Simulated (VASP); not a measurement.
# Ge (Fd-3m) in VASP: a series of runs, part 2 of 2

VASP 6.6.1. Earlier steps stand in the parts before.

### Step 3. Relaxation of cell and atoms, revPBE

This run uses another cell than the first one, of 22.63 Å³/atom, 0.923 times its volume.

Contents of INCAR:

```
SYSTEM = Ge
  PREC = Accurate
  ENCUT = 600
  EDIFF = 1E-6
  ISMEAR = -1
  SIGMA = 0.05
  LREAL = .FALSE.
  LASPH = .TRUE.
  NELM = 60
  ALGO = Normal
  ISIF = 3
  LWAVE = .FALSE.
  LCHARG = .FALSE.
  GGA = RE
  IBRION = 2
  NSW = 80
  EDIFFG = -0.01
```

Contents of KPOINTS:

```
regular mesh
0
G
  5 5 5
  0 0 0
```

Contents of POSCAR:

```
Ge
1.0
    0.0000000000      2.8286800000      2.8286800000
    2.8286800000      0.0000000000      2.8286800000
    2.8286800000      2.8286800000      0.0000000000
Ge
2
Direct
    0.5000000000      0.5000000000      0.5000000000
    0.7500000000      0.7500000000      0.7500000000
```

Potentials or basis: VASP PAW PBE potentials, release 64 (Ge_d).

Started as:

```bash
cat potpaw_PBE.64/Ge_d/POTCAR > POTCAR
mpirun -np 1 vasp_std > vasp.out
```

Wall time 16 s (1 thread of Intel Xeon Platinum 8559C (Emerald Rapids), shared host); peak memory 0.18 GiB.

Results (log left out):

```yaml
Free_energy: -8.3769 eV
Relaxed_volume: 24.53 Å³/atom
Relaxed_cell: a = 4.109 Å, b = 4.109 Å, c = 4.109 Å, α = 60.00°, β = 60.00°, γ = 60.00°
Space_group_after_relaxing_to_0.05_Å: Fd-3m (No. 227)
Energy_gained_by_relaxing: 28.0 meV/atom
Ionic_steps: 3
Pressure_after_relaxing: 0.0 GPa
Band_gap_on_the_k_mesh: zero (filled and empty bands touch)
```

The path:
| step | energy change (eV) | largest force (eV/Å) | pressure (GPa) | volume (Å³) |
| --- | --- | --- | --- | --- |
| 1 | 0.0000 | 0.0000 | 4.91 | 45.27 |
| 2 | -0.0533 | 0.0000 | -1.03 | 49.96 |
| 3 | -0.0560 | 0.0000 | 0.01 | 49.06 |

Final structure:
```cif
data_structure
_symmetry_space_group_name_H-M 'P 1'
_symmetry_Int_Tables_number 1
_cell_length_a 4.1090
_cell_length_b 4.1090
_cell_length_c 4.1090
_cell_angle_alpha 60.000
_cell_angle_beta 60.000
_cell_angle_gamma 60.000
_cell_volume 49.06
loop_
_atom_site_label
_atom_site_type_symbol
_atom_site_fract_x
_atom_site_fract_y
_atom_site_fract_z
_atom_site_occupancy
Ge1 Ge 0.50000 0.50000 0.50000 1
Ge2 Ge 0.75000 0.75000 0.75000 1
```

Levels at points of the mesh, in eV from the Fermi level:
| k point | band 11 | band 12 | band 13 | band 14 | band 15 | band 16 | band 17 | band 18 |
| --- | --- | --- | --- | --- | --- | --- | --- | --- |
| (0.00, 0.00, 0.00) | -12.15 | -0.57 | 0.02 | 0.02 | 0.02 | 2.54 | 2.54 | 2.54 |

Caveat: the k points lie up to 0.37 Å⁻¹ apart in the final cell; the PAW data sets were made with another functional, which shifts forces and pressure a little.

### Step 4. Single point, revPBE (volume scaled by 0.88)

Contents of INCAR:

```
PREC = Accurate ; ENCUT = 520
EDIFF = 1E-6 ; ISMEAR = -1
SIGMA = 0.05 ; LREAL = F
LASPH = T ; NELM = 80
ALGO = Normal ; ISIF = 2
LWAVE = F ; LCHARG = F
GGA = RE ; NBANDS = 21
```

Contents of KPOINTS:

```
Automatic mesh
0
Gamma
  9 9 9
```

Contents of POSCAR:

```
Ge
1.0
    0.0000000000      2.7843342488      2.7843342488
    2.7843342488      0.0000000000      2.7843342488
    2.7843342488      2.7843342488      0.0000000000
Ge
2
Direct
    0.5000000000      0.5000000000      0.5000000000
    0.7500000000      0.7500000000      0.7500000000
```

Started as:

```bash
cat potpaw_PBE.64/Ge_d/POTCAR > POTCAR
mpirun -np 1 vasp_std > vasp.out
```

Run time: 16 s. Hardware: 1 thread of Intel Xeon Platinum 8559C (Emerald Rapids), shared host; peak memory 0.17 GiB.

Results (log left out):

| Item | Value |
| --- | --- |
| Free energy | -8.3234 eV |
| Pressure | 8.9 GPa |
| Band gap on the k mesh | 0.42 eV, indirect (least direct gap 0.57 eV) |

Levels at points of the mesh, in eV from the valence-band top:
| k point | band 11 | band 12 | band 13 | band 14 | band 15 | band 16 | band 17 | band 18 |
| --- | --- | --- | --- | --- | --- | --- | --- | --- |
| (0.00, 0.00, 0.00) | -13.12 | 0.00 | 0.00 | 0.00 | 0.57 | 2.58 | 2.58 | 2.58 |

Caveat: the cell differs from its parent crystal (volume scaled by 0.88); the PAW data sets were made with another functional, which shifts forces and pressure a little.

### Step 5. Single point, revPBE (volume scaled by 0.92)

Contents of INCAR:

```
ALGO = Normal
EDIFF = 1E-6
ENCUT = 520
GGA = RE
ISIF = 2
ISMEAR = -1
LASPH = True
LCHARG = True
LELF = True
LREAL = False
LVHAR = True
LWAVE = False
NBANDS = 21
NELM = 60
PREC = Accurate
SIGMA = 0.05
```

Contents of KPOINTS:

```
k-points
0
Gamma
  9 9 9
```

Contents of POSCAR:

```
Ge
1.0
    0.0000000000      2.8258976041      2.8258976041
    2.8258976041      0.0000000000      2.8258976041
    2.8258976041      2.8258976041      0.0000000000
Ge
2
Direct
    0.5000000000      0.5000000000      0.5000000000
    0.7500000000      0.7500000000      0.7500000000
```

Started as:

```bash
cat potpaw_PBE.64/Ge_d/POTCAR > POTCAR
mpirun -np 1 vasp_std > vasp.out
```

Run time: 17 s. Hardware: 1 thread of Intel Xeon Platinum 8559C (Emerald Rapids), shared host; peak memory 0.17 GiB.

It converged, with:

| Quantity | Value |
| --- | --- |
| Free energy | -8.4090 eV |
| Pressure | 5.0 GPa |
| Band gap on the k mesh | 0.15 eV, direct |

Levels at points of the mesh, in eV from the valence-band top:
```csv
k point,band 12,band 13,band 14,band 15,band 16,band 17
"(0.00, 0.00, 0.00)",0.00,0.00,0.00,0.15,2.56,2.56
```

Caveat: the cell differs from its parent crystal (volume scaled by 0.92); the PAW data sets were made with another functional, which shifts forces and pressure a little.

### Step 6. Single point, revPBE (volume scaled by 0.96)

Contents of INCAR:

```
SYSTEM = Ge
PREC     = Accurate       ! precision mode
ENCUT    = 520            ! plane-wave cutoff, eV
EDIFF    = 1E-6           ! SCF threshold, eV
ISMEAR   = -1             ! smearing method
SIGMA    = 0.05           ! smearing width, eV
LREAL    = .False.        ! projectors in reciprocal space
LASPH    = .True.         ! aspherical terms in the spheres
NELM     = 80             ! most SCF steps
ALGO     = Normal         ! electronic algorithm
ISIF     = 2              ! what is computed and relaxed
LWAVE    = .False.        ! write WAVECAR
LCHARG   = .True.         ! write CHGCAR
GGA      = RE             ! functional
LELF     = .True.         ! ELF
LVHAR    = .True.       
NBANDS   = 21             ! bands
```

Contents of KPOINTS:

```
Automatic mesh
0
Gamma
  9 9 9
  0 0 0
```

Contents of POSCAR:

```
Ge
1.0
    0.0000000000      2.8662730248      2.8662730248
    2.8662730248      0.0000000000      2.8662730248
    2.8662730248      2.8662730248      0.0000000000
Ge
2
Direct
    0.5000000000      0.5000000000      0.5000000000
    0.7500000000      0.7500000000      0.7500000000
```

Potentials or basis: VASP PAW PBE potentials, release 64 (Ge_d).

Started as:

```bash
cat potpaw_PBE.64/Ge_d/POTCAR > POTCAR
mpirun -np 1 vasp_std > vasp.out
```

OUTCAR:

```text
SYSTEM = Ge
   PREC = Accurate
   ENCUT = 520
   EDIFF = 1E-6
   ISMEAR = -1
   LREAL = .False.
   LASPH = .True.
   NELM = 80
   ISIF = 2
   GGA = RE

 ion  position               nearest neighbor table
   1  0.500  0.500  0.500-   2 2.48   2 2.48   2 2.48   2 2.48
   2  0.750  0.750  0.750-   1 2.48   1 2.48   1 2.48   1 2.48

  LATTYP: Found a face centered cubic cell.
 ALAT       =     5.7325460496

  Lattice vectors:

[... 764 lines left out ...]

------------------------ aborting loop because EDIFF is reached ----------------------------------------

  FORCE on cell =-STRESS in cart. coord.  units (eV):
  Direction    XX          YY          ZZ          XY          YZ          ZX
  --------------------------------------------------------------------------------------
  -------------------------------------------------------------------------------------
  Total        0.5865154      0.5865154      0.5865154      0.0000000      0.0000000     -0.0000000
  in kB       19.9529593     19.9529593     19.9529593      0.0000000      0.0000000     -0.0000000
  external PRESSURE =      19.9529593 kB  Pullay stress =       0.0000000 kB

 VOLUME and BASIS-vectors are now :
 -----------------------------------------------------------------------------
  energy-cutoff  :      520.00
  volume of cell :       47.10
      direct lattice vectors                 reciprocal lattice vectors
     0.000000000  2.866273025  2.866273025    -0.174442559  0.174442559  0.174442559
     2.866273025  0.000000000  2.866273025     0.174442559 -0.174442559  0.174442559
     2.866273025  2.866273025  0.000000000     0.174442559  0.174442559 -0.174442559

 POSITION                                       TOTAL-FORCE (eV/Angst)
 -----------------------------------------------------------------------------------
      2.86627      2.86627      2.86627        -0.000000     -0.000000     -0.000000
      4.29941      4.29941      4.29941         0.000000      0.000000      0.000000
 -----------------------------------------------------------------------------------
    total drift:                                0.000000     -0.000000     -0.000000

  FREE ENERGIE OF THE ION-ELECTRON SYSTEM (eV)
  ---------------------------------------------------
  free  energy   TOTEN  =        -8.4526681035 eV

  energy  without entropy=       -8.4520505036  energy(sigma->0) =       -8.45235930
```

stdout:

```text
POSCAR found type information on POSCAR Ge
 POSCAR found :  1 types and       2 ions
 scaLAPACK will be used
 -----------------------------------------------------------------------------
|                                                                             |
|                                                                             |
|     You enforced a specific xc type in the INCAR file but a different       |
|     I HOPE YOU KNOW WHAT YOU ARE DOING!                                     |
|                                                                             |
 -----------------------------------------------------------------------------

 LDA part: xc-table for (Slater+PW92), standard interpolation
 POSCAR, INCAR and KPOINTS ok, starting setup
 FFT: planning ... GRIDC
 FFT: planning ... GRID_SOFT
 FFT: planning ... GRID
 WAVECAR not read
 entering main loop
```

Run time: 18 s. Hardware: 1 thread of Intel Xeon Platinum 8559C (Emerald Rapids), shared host; peak memory 0.17 GiB.

What came out:

```
Free energy            : -8.4527 eV
Pressure               : 2.0 GPa
Band gap on the k mesh : zero (filled and empty bands touch)
```

Caveat: the cell differs from its parent crystal (volume scaled by 0.96); the PAW data sets were made with another functional, which shifts forces and pressure a little.

### Step 7. Summary

| task | cell | k mesh | cutoff (eV) | gap on the mesh (eV) | pressure (GPa) |
| --- | --- | --- | --- | --- | --- |
| single point | a = 4.109 Å, angles 60.0°, 2 atoms | 5 × 5 × 5 | 520 | none | -0.1 |
| relaxation of cell and atoms | relaxed from a = 4.000 Å, angles 60.0°, 2 atoms | 5 × 5 × 5 | 600 | none | 0.0 |
| single point | a = 3.938 Å, angles 60.0°, 2 atoms | 9 × 9 × 9 | 520 | 0.42 | 8.9 |
| single point | a = 3.996 Å, angles 60.0°, 2 atoms | 9 × 9 × 9 | 520 | 0.15 | 5.0 |
| single point | a = 4.054 Å, angles 60.0°, 2 atoms | 9 × 9 × 9 | 520 | none | 2.0 |

Alike in all rows: level revPBE; potentials or basis VASP PAW PBE potentials, release 64 (Ge_d); no spin polarisation; smearing fermi-dirac 0.05 eV.

Caveats: some runs use coarse meshes; the PAW data sets were made with another functional, which shifts forces and pressure a little.

Absolute energies hang on the potentials; compare differences alone.
